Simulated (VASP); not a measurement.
Crystal: MgO.

```
CELL_PARAMETERS angstrom
2.93802 0.00000 0.00000
-1.46901 2.54440 0.00000
0.00000 0.00000 2.67968
ATOMIC_POSITIONS crystal
Mg 0.00000 0.00000 0.00000
O 0.33333 0.66667 0.50000
```

Base run:

- Program: VASP 6.6.1
- Functional: RPBE
- Potentials or basis: VASP PAW PBE potentials, release 64 (Mg_sv, O)
- Cutoff: 840 eV
- k mesh: 6 × 6 × 6
- Occupations: gaussian, width 0.1 eV
- Spin: no spin polarisation

Its results: band gap on the k mesh 3.12 eV (least direct gap 3.51 eV); pressure 4.2 GPa.

Question: The run is repeated on the same cell with these changes: functional from RPBE to PBE; hubbard terms from none to O p U = 5.9 eV. What comes out?

Answer: Band gap on the k mesh 3.31 eV (least direct gap 3.69 eV); pressure -2.7 GPa.

Several settings changed at once.

Caveats: the cell stands under pressure (at least some runs); the PAW data sets were made with another functional, which shifts forces and pressure a little (at least some runs).

A k mesh can miss the band edges.
